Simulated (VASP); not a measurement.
# Mn (Fm-3m) in VASP: notebook, part 3 of 3

VASP 6.6.1. Earlier steps stand in the parts before.

## 5. Single point, revPBE, collinear spin, ferromagnetic start (10.46 Å³/atom)

This run uses another cell than the first one, of 10.46 Å³/atom.

File INCAR:

```
SYSTEM = Mn
ALGO = Normal ; EDIFF = 1E-7
ENCUT = 520 ; GGA = RE
ISIF = 2 ; ISMEAR = -1
ISPIN = 2 ; LASPH = .True.
LCHARG = .False. ; LMAXMIX = 4
LORBIT = 11 ; LREAL = .False.
LWAVE = .False. ; MAGMOM = 3
NBANDS = 16 ; NELM = 150
PREC = Accurate ; SIGMA = 0.05
```

File KPOINTS:

```
k-points
0
Gamma
  17 17 17
  0 0 0
```

File POSCAR:

```
Mn
1.0
    0.0000000000      1.7358632110      1.7358632110
    1.7358632110      0.0000000000      1.7358632110
    1.7358632110      1.7358632110      0.0000000000
Mn
1
Direct
    0.0000000000      0.0000000000      0.0000000000
```

Potentials or basis: VASP PAW PBE potentials, release 64 (Mn_pv).

Run with:

```sh
$ cat potpaw_PBE.64/Mn_pv/POTCAR > POTCAR
$ mpirun -np 1 vasp_std > vasp.out
```

OUTCAR:

```text
SYSTEM = Mn
   EDIFF = 1E-7
   ENCUT = 520
   GGA = RE
   ISIF = 2
   ISMEAR = -1
   ISPIN = 2
   LASPH = .True.
   LORBIT = 11
   LREAL = .False.
   NELM = 150
   PREC = Accurate

 ion  position               nearest neighbor table
   1  0.000  0.000  0.000-

  LATTYP: Found a face centered cubic cell.
 ALAT       =     3.4717264220

  Lattice vectors:

 A1 = (   0.0000000000,   1.7358632110,   1.7358632110)
 A2 = (   1.7358632110,   0.0000000000,   1.7358632110)
 A3 = (   1.7358632110,   1.7358632110,   0.0000000000)

Analysis of symmetry for initial positions (statically):
=====================================================================
 Subroutine PRICEL returns:
 Original cell was already a primitive cell.

 Routine SETGRP: Setting up the symmetry group for a
 face centered cubic supercell.

 Subroutine GETGRP returns: Found 48 space group operations
 (whereof 48 operations were pure point group operations)
 out of a pool of 48 trial point group operations.

The static configuration has the point symmetry O_h .

Analysis of symmetry for dynamics (positions and initial velocities):
=====================================================================
 Subroutine PRICEL returns:
 Original cell was already a primitive cell.

 Routine SETGRP: Setting up the symmetry group for a
 face centered cubic supercell.

 Subroutine GETGRP returns: Found 48 space group operations
 (whereof 48 operations were pure point group operations)
 out of a pool of 48 trial point group operations.

The dynamic configuration has the point symmetry O_h .

Analysis of structural, dynamic, and magnetic symmetry:
=====================================================================
 Subroutine PRICEL returns:
 Original cell was already a primitive cell.

 Routine SETGRP: Setting up the symmetry group for a
 face centered cubic supercell.

 Subroutine GETGRP returns: Found 48 space group operations
 (whereof 48 operations were pure point group operations)
 out of a pool of 48 trial point group operations.

The overall configuration has the point symmetry O_h .

 Subroutine INISYM returns: Found 48 space group operations
 (whereof 48 operations are pure point group operations),
 and found     1 'primitive' translations

----------------------------------------------------------------------------------------

                                     Primitive cell

  volume of cell :      10.4611

  direct lattice vectors                    reciprocal lattice vectors
     0.000000000  1.735863211  1.735863211    -0.288041130  0.288041130  0.288041130
     1.735863211  0.000000000  1.735863211     0.288041130 -0.288041130  0.288041130
     1.735863211  1.735863211  0.000000000     0.288041130  0.288041130 -0.288041130

  length of vectors
     2.454881295  2.454881295  2.454881295     0.498901871  0.498901871  0.498901871

  position of ions in fractional coordinates (direct lattice)
     0.000000000  0.000000000  0.000000000

  ion indices of the primitive-cell ions
   primitive index   ion index
                 1           1
[... 32 lines left out ...]
  0.176471  0.000000  0.000000      8.000000
  0.235294  0.000000  0.000000      8.000000
  0.294118  0.000000  0.000000      8.000000
[... 16 lines left out ...]
 -0.176471  0.058824  0.000000     24.000000
 -0.117647  0.058824  0.000000     24.000000
 [... further k-points ...]
   k-points           NKPTS =    165   k-points in BZ     NKDIM =    165   number of bands    NBANDS=     16
   number of dos      NEDOS =    301   number of ions     NIONS =      1
   total plane-waves  NPLWV =   5832
   dimension x,y,z NGX =    18 NGY =   18 NGZ =   18
   dimension x,y,z NGXF=    36 NGYF=   36 NGZF=   36
   ions per type =               1
   NGX,Y,Z   is equivalent  to a cutoff of  12.19, 12.19, 12.19 a.u.
   NGXF,Y,Z  is equivalent  to a cutoff of  24.38, 24.38, 24.38 a.u.
 SYSTEM =  Mn
   PREC   = accura    normal or accurate (medium, high low for compatibility)
   ISTART =      0    job   : 0-new  1-cont  2-samecut
   ICHARG =      2    charge: 1-file 2-atom 10-const
   ISPIN  =      2    spin polarized calculation?
   LNONCOLLINEAR =      F non collinear calculations
   LSORBIT =      F    spin-orbit coupling
   LASPH  =      T    aspherical Exc in radial PAW
   ENCUT  =  520.0 eV  38.22 Ry    6.18 a.u.   4.56  4.56  4.56*2*pi/ulx,y,z
   NELM   =    150;   NELMIN=  2; NELMDL= -5     # of ELM steps
   EDIFF  = 0.1E-06   stopping-criterion for ELM
   LREAL  =      F    real-space projection
   EDIFFG = 0.1E-05   stopping-criterion for IOM
   NSW    =      0    number of steps for IOM
   IBRION =     -1    ionic relax: 0-MD 1-quasi-New 2-CG
   NFREE  =      0    steps in history (QN), initial steepest desc. (CG)
   ISIF   =      2    stress and relaxation
   ISYM   =      2    0-nonsym 1-usesym 2-fastsym
   POTIM  = 0.5000    time-step for ionic-motion
   TEBEG  =    0.0;   TEEND  =   0.0 temperature during run
   PSTRESS=    0.0 pullay stress
   NELECT =      13.0000    total number of electrons
   NUPDOWN=      -1.0000    fix difference up-down
   EMIN   =  10.00;   EMAX   =-10.00  energy-range for DOS
   EFERMI =   0.00;   METHOD = LEGACY
   ISMEAR =    -1;   SIGMA  =   0.05  broadening in eV -4-tet -1-fermi 0-gaus
   EFERMI_NEDOS =   21; number of points for ismear=-14 and -15
   IALGO  =     38    algorithm
   IMIX   =      4    mixing-type and parameters
     AMIX     =   0.40;   BMIX     =  1.00
     AMIX_MAG =   1.60;   BMIX_MAG =  1.00
  volume/ion in A,a.u.               =      10.46        70.59
  Fermi-wavevector in a.u.,A,eV,Ry     =   1.760072  3.326054 42.148858  3.097854
  Thomas-Fermi vector in A             =   2.828910
   LORBIT       =     11    0 simple, 1 ext, 2 COOP (PROOUT), +10 PAW based schemes
   GGA     = RE    functional components
   LHFCALC =     F    Hartree Fock is set to
   AEXX    =    0.0000 exact exchange contribution
   IVDW    =     0    specifies the selected vdW correction
   LEPSILON=     F    determine dielectric tensor
   LRPA    =     F    only Hartree local field effects (RPA)
 spin polarized calculation
  energy-cutoff  :      520.00
  volume of cell :       10.46
 maximum number of plane-waves:       295
   NGX =  9   NGY =  9   NGZ =  9

 number of electron      13.0000013 magnetization       0.0025511

 number of electron      13.0000013 magnetization      -0.0006687

 Free energy of the ion-electron system (eV)
  ---------------------------------------------------
  ext. energy  EPLUGINS =         0.00000000
  ---------------------------------------------------
  free energy    TOTEN  =        -8.47459118 eV

  energy without entropy =       -8.46198899  energy(sigma->0) =       -8.46829008

 E-fermi :  10.9731     XC(G=0): -14.0976

 val. band max:       10.9603442872   @ k =  -0.2941   0.2941   0.1176
 cond. band min:      10.9748974494   @ k =   0.4706   0.2353   0.0000
 fundamental gap:      0.0145531622
 Fermi energy:        10.9731106368

 spin component 1

 k-point     1 :       0.0000    0.0000    0.0000
  band No.  band energies     occupation
      1     -36.7212      1.00000
      2     -36.7212      1.00000
      3     -36.7212      1.00000
      4       2.5392      1.00000
      5       9.7756      1.00000
      6       9.7756      1.00000
[... 435 lines left out ...]
      5       9.3919      1.00000
      6      10.0358      1.00000
[... 8 lines left out ...]
     15      42.4402      0.00000
     16      44.1604      0.00000

 [... further k-points ...]

 spin component 2

 k-point     1 :       0.0000    0.0000    0.0000
  band No.  band energies     occupation
      1     -36.7220      1.00000
      2     -36.7220      1.00000
      3     -36.7219      1.00000
      4       2.5390      1.00000
      5       9.7752      1.00000
      6       9.7752      1.00000
[... 435 lines left out ...]
      5       9.3915      1.00000
      6      10.0354      1.00000
[... 8 lines left out ...]
     15      42.4392      0.00000
     16      44.1602      0.00000

 [... further k-points ...]
[... 5 lines left out ...]
  --------------------------------------------------------------------------------------
  -------------------------------------------------------------------------------------
  Total        0.7956174      0.7956174      0.7956174     -0.0000000      0.0000000     -0.0000000
  in kB      121.8536047    121.8536047    121.8536047     -0.0000000      0.0000000     -0.0000000
  external PRESSURE =     121.8536047 kB  Pullay stress =       0.0000000 kB

 VOLUME and BASIS-vectors are now :
 -----------------------------------------------------------------------------
  energy-cutoff  :      520.00
  volume of cell :       10.46
      direct lattice vectors                 reciprocal lattice vectors
     0.000000000  1.735863211  1.735863211    -0.288041130  0.288041130  0.288041130
     1.735863211  0.000000000  1.735863211     0.288041130 -0.288041130  0.288041130
     1.735863211  1.735863211  0.000000000     0.288041130  0.288041130 -0.288041130

 POSITION                                       TOTAL-FORCE (eV/Angst)
 -----------------------------------------------------------------------------------
      0.00000      0.00000      0.00000         0.000000      0.000000      0.000000
 -----------------------------------------------------------------------------------
    total drift:                                0.000000     -0.000000      0.000000

  FREE ENERGIE OF THE ION-ELECTRON SYSTEM (eV)
  ---------------------------------------------------
  free  energy   TOTEN  =        -8.4745911774 eV

  energy  without entropy=       -8.4619889922  energy(sigma->0) =       -8.46829008

 total charge

# of ion       s       p       d       tot
------------------------------------------
    1        0.438   6.425   5.169  12.031

 magnetization (x)

# of ion       s       p       d       tot
------------------------------------------
    1        0.000  -0.000  -0.001  -0.001
```

Wall time 2.1 min (1 thread of Intel Xeon 8259CL, shared host); peak memory 0.16 GiB.

Results:

| Quantity | Value |
| --- | --- |
| Free energy | -8.4746 eV |
| Pressure | 12.2 GPa |
| Net moment | 0.00 μB per cell |
| Valence electrons inside the program's atomic spheres | Mn 12.03 |

Caveat: the cell stands under pressure; the PAW data sets were made with another functional, which shifts forces and pressure a little.

## 6. Single point, revPBE, collinear spin, ferromagnetic start (10.90 Å³/atom)

File INCAR:

```
SYSTEM = Mn
PREC = Accurate
ENCUT = 520
EDIFF = 1E-7
ISMEAR = -1
SIGMA = 0.05
LREAL = .False.
LASPH = .True.
NELM = 150
ALGO = Normal
ISIF = 2
LWAVE = .False.
LCHARG = .False.
ISPIN = 2
MAGMOM = 3
LORBIT = 11
LMAXMIX = 4
GGA = RE
NBANDS = 16
```

File KPOINTS:

```
regular mesh
0
Gamma
  17 17 17
  0 0 0
```

File POSCAR:

```
Mn
1.0
    0.0000000000      1.7596451143      1.7596451143
    1.7596451143      0.0000000000      1.7596451143
    1.7596451143      1.7596451143      0.0000000000
Mn
1
Direct
    0.0000000000      0.0000000000      0.0000000000
```

Potentials or basis: VASP PAW PBE potentials, release 64 (Mn_pv).

Run with:

```sh
$ cat potpaw_PBE.64/Mn_pv/POTCAR > POTCAR
$ mpirun -np 1 vasp_std > vasp.out
```

It took 2.5 min on 1 thread of Intel Xeon 8259CL, shared host; peak memory 0.16 GiB.

It converged, with:

| Property | Result |
| --- | --- |
| Free energy | -8.4911 eV |
| Pressure | 0.2 GPa |
| Net moment | 0.00 μB per cell |
| Valence electrons inside the program's atomic spheres | Mn 11.95 |

Levels at points of the mesh, in eV from the Fermi level:
Spin up:
```tsv
k point	band 4	band 5	band 6	band 7	band 8	band 9	band 10	band 11
(0.00, 0.00, 0.00)	-8.25	-1.13	-1.13	-1.13	0.53	0.53	21.28	27.03
```
Spin down:
| k point | band 3 | band 4 | band 5 | band 6 | band 7 | band 8 | band 9 | band 10 | band 11 | band 12 |
| --- | --- | --- | --- | --- | --- | --- | --- | --- | --- | --- |
| (0.00, 0.00, 0.00) | -47.72 | -8.25 | -1.13 | -1.13 | -1.13 | 0.53 | 0.53 | 21.28 | 27.03 | 27.03 |

Caveat: the PAW data sets were made with another functional, which shifts forces and pressure a little.
